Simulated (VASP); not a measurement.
# Os (I4/mmm) in VASP: notebook

Os is run at these levels: PBEsol; tasks: electric field gradients.

Everything below comes from runs of VASP 6.6.1. Logs are shortened: lines on timing, memory, paths and dates and some standing lists are left out, and cuts for length are marked.

## Step 1: The cell of the first run

Symmetry: I4/mmm, No. 139, tetragonal system. Conventional cell: a = 2.668 Å, b = 2.668 Å, c = 3.890 Å, α = 90.00°, β = 90.00°, γ = 90.00°. Within 3.5 Å of Os (site symmetry 4/mmm) lie 12 Os at 2.67 to 2.71 Å.

## Step 2: Electric field gradients, PBEsol (equal xx and yy strain of -3 %)

Input file INCAR:

```
SYSTEM = Os
PREC = Accurate
ENCUT = 520
EDIFF = 1E-8
ISMEAR = -1
SIGMA = 0.05
LREAL = .False.
LASPH = .True.
NELM = 100
ALGO = Normal
ISIF = 2
LWAVE = .False.
LCHARG = .False.
GGA = PS
LEFG = .True.
NBANDS = 10
```

Input file KPOINTS:

```
Automatic mesh
0
Gamma
  14 14 14
  0 0 0
```

Input file POSCAR:

```
Os
1.0
    0.0000000000      1.8866500000      1.9450000000
    1.8866500000      0.0000000000      1.9450000000
    1.8866500000      1.8866500000      0.0000000000
Os
1
Direct
    0.0000000000      0.0000000000      0.0000000000
```

Potentials or basis: VASP PAW PBE potentials, release 64 (Os).

Started as:

```bash
$ cat potpaw_PBE.64/Os/POTCAR > POTCAR
$ mpirun -np 1 vasp_std > vasp.out
```

OUTCAR:

```text
SYSTEM = Os
   PREC = Accurate
   ENCUT = 520
   EDIFF = 1E-8
   ISMEAR = -1
   LREAL = .False.
   LASPH = .True.
   NELM = 100
   ISIF = 2
   GGA = PS

 ion  position               nearest neighbor table
   1  0.000  0.000  0.000-

  LATTYP: Found a body centered tetragonal cell.
 ALAT       =     2.6681260175
 C/A-ratio  =     1.4579521262

  Lattice vectors:

 A1 = (  -1.8866500000,   0.0000000000,   1.9450000000)
 A2 = (   1.8866500000,   0.0000000000,   1.9450000000)
 A3 = (   0.0000000000,   1.8866500000,  -1.9450000000)

Analysis of symmetry for initial positions (statically):
=====================================================================
 Subroutine PRICEL returns:
 Original cell was already a primitive cell.

 Routine SETGRP: Setting up the symmetry group for a
 body centered tetragonal supercell.

 Subroutine GETGRP returns: Found 16 space group operations
 (whereof 16 operations were pure point group operations)
 out of a pool of 16 trial point group operations.

The static configuration has the point symmetry D_4h.

Analysis of symmetry for dynamics (positions and initial velocities):
=====================================================================
 Subroutine PRICEL returns:
 Original cell was already a primitive cell.

 Routine SETGRP: Setting up the symmetry group for a
 body centered tetragonal supercell.

 Subroutine GETGRP returns: Found 16 space group operations
 (whereof 16 operations were pure point group operations)
 out of a pool of 16 trial point group operations.

The dynamic configuration has the point symmetry D_4h.

 Subroutine INISYM returns: Found 16 space group operations
 (whereof 16 operations are pure point group operations),
 and found     1 'primitive' translations

----------------------------------------------------------------------------------------

                                     Primitive cell

  volume of cell :      13.8463

  direct lattice vectors                    reciprocal lattice vectors
     0.000000000  1.886650000  1.945000000    -0.265020009  0.265020009  0.257069409
     1.886650000  0.000000000  1.945000000     0.265020009 -0.265020009  0.257069409
     1.886650000  1.886650000  0.000000000     0.265020009  0.265020009 -0.257069409

  length of vectors
     2.709699840  2.709699840  2.668126017     0.454484204  0.454484204  0.454484204

  position of ions in fractional coordinates (direct lattice)
     0.000000000  0.000000000  0.000000000

  ion indices of the primitive-cell ions
   primitive index   ion index
                 1           1

----------------------------------------------------------------------------------------

 KPOINTS: Automatic mesh

Automatic generation of k-mesh.
 Grid dimensions read from file:
 generate k-points for:   14   14   14

 Generating k-lattice:

  Cartesian coordinates                     Fractional coordinates (reciprocal lattice)
    -0.018930001  0.018930001  0.018362101     0.071428571 -0.000000000  0.000000000
     0.018930001 -0.018930001  0.018362101    -0.000000000  0.071428571  0.000000000
     0.018930001  0.018930001 -0.018362101     0.000000000  0.000000000  0.071428571

  Length of vectors
     0.032463157  0.032463157  0.032463157

  Shift w.r.t. Gamma in fractional coordinates (k-lattice)
     0.000000000  0.000000000  0.000000000

 Subroutine IBZKPT returns following result:
 ===========================================

 Found    244 irreducible k-points:

 Following reciprocal coordinates:
            Coordinates               Weight
  0.000000  0.000000  0.000000      1.000000
  0.071429  0.000000  0.000000      8.000000
  0.142857  0.000000  0.000000      8.000000
  0.214286  0.000000  0.000000      8.000000
  0.285714  0.000000  0.000000      8.000000
  0.357143  0.000000  0.000000      8.000000
[... 16 lines left out ...]
  0.214286  0.142857  0.000000      8.000000
  0.285714  0.142857  0.000000      8.000000
 [... further k-points ...]
   k-points           NKPTS =    244   k-points in BZ     NKDIM =    244   number of bands    NBANDS=     10
   number of dos      NEDOS =    301   number of ions     NIONS =      1
   total plane-waves  NPLWV =   8000
   dimension x,y,z NGX =    20 NGY =   20 NGZ =   20
   dimension x,y,z NGXF=    40 NGYF=   40 NGZF=   40
   ions per type =               1
   NGX,Y,Z   is equivalent  to a cutoff of  12.27, 12.27, 12.46 a.u.
   NGXF,Y,Z  is equivalent  to a cutoff of  24.54, 24.54, 24.92 a.u.
 SYSTEM =  Os
   PREC   = accura    normal or accurate (medium, high low for compatibility)
   ISTART =      0    job   : 0-new  1-cont  2-samecut
   ICHARG =      2    charge: 1-file 2-atom 10-const
   ISPIN  =      1    spin polarized calculation?
   LNONCOLLINEAR =      F non collinear calculations
   LSORBIT =      F    spin-orbit coupling
   LASPH  =      T    aspherical Exc in radial PAW
   ENCUT  =  520.0 eV  38.22 Ry    6.18 a.u.   5.04  5.04  4.96*2*pi/ulx,y,z
   NELM   =    100;   NELMIN=  2; NELMDL= -5     # of ELM steps
   EDIFF  = 0.1E-07   stopping-criterion for ELM
   LREAL  =      F    real-space projection
   EDIFFG = 0.1E-06   stopping-criterion for IOM
   NSW    =      0    number of steps for IOM
   IBRION =     -1    ionic relax: 0-MD 1-quasi-New 2-CG
   NFREE  =      0    steps in history (QN), initial steepest desc. (CG)
   ISIF   =      2    stress and relaxation
   ISYM   =      2    0-nonsym 1-usesym 2-fastsym
   POTIM  = 0.5000    time-step for ionic-motion
   TEBEG  =    0.0;   TEEND  =   0.0 temperature during run
   PSTRESS=    0.0 pullay stress
   NELECT =       8.0000    total number of electrons
   NUPDOWN=      -1.0000    fix difference up-down
   EMIN   =  10.00;   EMAX   =-10.00  energy-range for DOS
   EFERMI =   0.00;   METHOD = LEGACY
   ISMEAR =    -1;   SIGMA  =   0.05  broadening in eV -4-tet -1-fermi 0-gaus
   EFERMI_NEDOS =   21; number of points for ismear=-14 and -15
   IALGO  =     38    algorithm
   IMIX   =      4    mixing-type and parameters
     AMIX     =   0.40;   BMIX     =  1.00
     AMIX_MAG =   1.60;   BMIX_MAG =  1.00
  volume/ion in A,a.u.               =      13.85        93.44
  Fermi-wavevector in a.u.,A,eV,Ry     =   1.363518  2.576675 25.295681  1.859180
  Thomas-Fermi vector in A             =   2.489914
   LORBIT       =      0    0 simple, 1 ext, 2 COOP (PROOUT), +10 PAW based schemes
   GGA     = PS    functional components
   LHFCALC =     F    Hartree Fock is set to
   AEXX    =    0.0000 exact exchange contribution
   IVDW    =     0    specifies the selected vdW correction
   LEPSILON=     F    determine dielectric tensor
   LRPA    =     F    only Hartree local field effects (RPA)
 non-spin polarized calculation
  energy-cutoff  :      520.00
  volume of cell :       13.85
 maximum number of plane-waves:       386
   NGX =  9   NGY =  9   NGZ =  9

 number of electron       7.9999999 magnetization

 Free energy of the ion-electron system (eV)
  ---------------------------------------------------
  ext. energy  EPLUGINS =         0.00000000
  ---------------------------------------------------
  free energy    TOTEN  =       -12.08596649 eV

  energy without entropy =      -12.07674847  energy(sigma->0) =      -12.08135748

 E-fermi :   9.2962     XC(G=0): -14.2112

 val. band max:        9.2855613442   @ k =   0.4286   0.0000   0.2857
 cond. band min:       9.2997421500   @ k =   0.3571   0.2857   0.0714
 fundamental gap:      0.0141808058
 Fermi energy:         9.2961891504

 k-point     1 :       0.0000    0.0000    0.0000
  band No.  band energies     occupation
      1      -1.6269      2.00000
      2       5.9852      2.00000
      3       6.4381      2.00000
      4       6.4381      2.00000
      5       9.0879      1.96946
      6       9.6907      0.00075
      7      23.6259      0.00000
      8      28.7761      0.00000
      9      29.8301      0.00000
     10      29.8301      0.00000

 k-point     2 :       0.0714    0.0000    0.0000
  band No.  band energies     occupation
      1      -1.3853      2.00000
      2       5.9887      2.00000
      3       6.3954      2.00000
      4       6.5484      2.00000
      5       9.0236      1.99147
      6       9.5960      0.00496
      7      24.0772      0.00000
      8      28.2230      0.00000
      9      29.6303      0.00000
     10      30.2693      0.00000
[... 274 lines left out ...]
 k-point    24 :       0.2857    0.1429    0.0000
  band No.  band energies     occupation
      1       1.2036      2.00000
      2       4.6129      2.00000
      3       6.4378      2.00000
      4       7.7377      2.00000
      5       9.0525      1.98482
      6      10.5895      0.00000
      7      25.1120      0.00000
      8      27.9874      0.00000
      9      30.6541      0.00000
     10      30.9486      0.00000

 [... further k-points ...]

------------------------ aborting loop because EDIFF is reached ----------------------------------------

  FORCE on cell =-STRESS in cart. coord.  units (eV):
  Direction    XX          YY          ZZ          XY          YZ          ZX
  --------------------------------------------------------------------------------------
  -------------------------------------------------------------------------------------
  Total        0.6486019      0.6486019     -0.2473318      0.0000000      0.0000000      0.0000000
  in kB       75.0510067     75.0510067    -28.6192467      0.0000000      0.0000000      0.0000000
  external PRESSURE =      40.4942555 kB  Pullay stress =       0.0000000 kB

 VOLUME and BASIS-vectors are now :
 -----------------------------------------------------------------------------
  energy-cutoff  :      520.00
  volume of cell :       13.85
      direct lattice vectors                 reciprocal lattice vectors
     0.000000000  1.886650000  1.945000000    -0.265020009  0.265020009  0.257069409
     1.886650000  0.000000000  1.945000000     0.265020009 -0.265020009  0.257069409
     1.886650000  1.886650000  0.000000000     0.265020009  0.265020009 -0.257069409

 POSITION                                       TOTAL-FORCE (eV/Angst)
 -----------------------------------------------------------------------------------
      0.00000      0.00000      0.00000         0.000000      0.000000      0.000000
 -----------------------------------------------------------------------------------
    total drift:                                0.000000      0.000000     -0.000000

  FREE ENERGIE OF THE ION-ELECTRON SYSTEM (eV)
  ---------------------------------------------------
  free  energy   TOTEN  =       -12.0859664911 eV

  energy  without entropy=      -12.0767484703  energy(sigma->0) =      -12.08135748

 Electric field gradients (V/A^2)
---------------------------------------------------------------------
 ion       V_xx      V_yy      V_zz      V_xy      V_xz      V_yz
---------------------------------------------------------------------
   1      -4.733    -4.733     9.466    -0.000    -0.000    -0.000
---------------------------------------------------------------------

 Electric field gradients after diagonalization (V/A^2)
 (convention: |V_zz| > |V_xx| > |V_yy|)
----------------------------------------------------------------------
 ion       V_xx      V_yy      V_zz     asymmetry (V_yy - V_xx)/ V_zz
----------------------------------------------------------------------
   1      -4.733    -4.732     9.466       0.000
----------------------------------------------------------------------

           NMR quadrupolar parameters

 Cq : quadrupolar parameter    Cq=e*Q*V_zz/h
 eta: asymmetry parameters     (V_yy - V_xx)/ V_zz
 Q  : nuclear electric quadrupole moment in mb (millibarn)
----------------------------------------------------------------------
 ion       Cq(MHz)       eta       Q (mb)
----------------------------------------------------------------------
   1       0.023       0.000       1.000
----------------------------------------------------------------------
```

Run time: 12 s. Hardware: 1 thread of Intel Xeon 6975P-C (Granite Rapids), shared host; peak memory 0.15 GiB.

What came out:

| Item | Value |
| --- | --- |
| Free energy | -12.0860 eV |
| Pressure | 4.0 GPa |
| Band gap on the k mesh | zero (band 4 reaches 11.93 eV, above the bottom of band 5 at 7.94 eV) |

Levels at points of the mesh, in eV from the Fermi level:
```tsv
k point	band 1	band 2	band 3	band 4	band 5	band 6	band 7	band 8	band 9
(0.00, 0.00, 0.00)	-10.92	-3.31	-2.86	-2.86	-0.21	0.39	14.33	19.48	20.53
(0.50, 0.00, 0.00)	-7.79	-3.41	-2.95	-0.20	2.44	2.69	9.20	13.82	20.34
(0.50, 0.50, 0.00)	-7.72	-6.94	1.98	2.56	3.25	3.25	11.95	12.75	12.75
(0.50, 0.00, 0.50)	-7.69	-6.97	2.50	2.64	3.04	3.52	11.99	12.43	12.79
```

Electric field gradients, principal values (V/Å²):
```
atom   least  middle  greatest (by size)
1 Os  -4.732  -4.733               9.466
```

Caveat: the cell differs from its parent crystal (equal xx and yy strain of -3 %); without QUAD_EFG the Cq values of the log hold for a quadrupole moment of 1 mb, not for the nuclei; the PAW data sets were made with another functional, which shifts forces and pressure a little; spin-orbit coupling is left out, which moves the levels of the heavy elements.

[end of part 1 of 2]
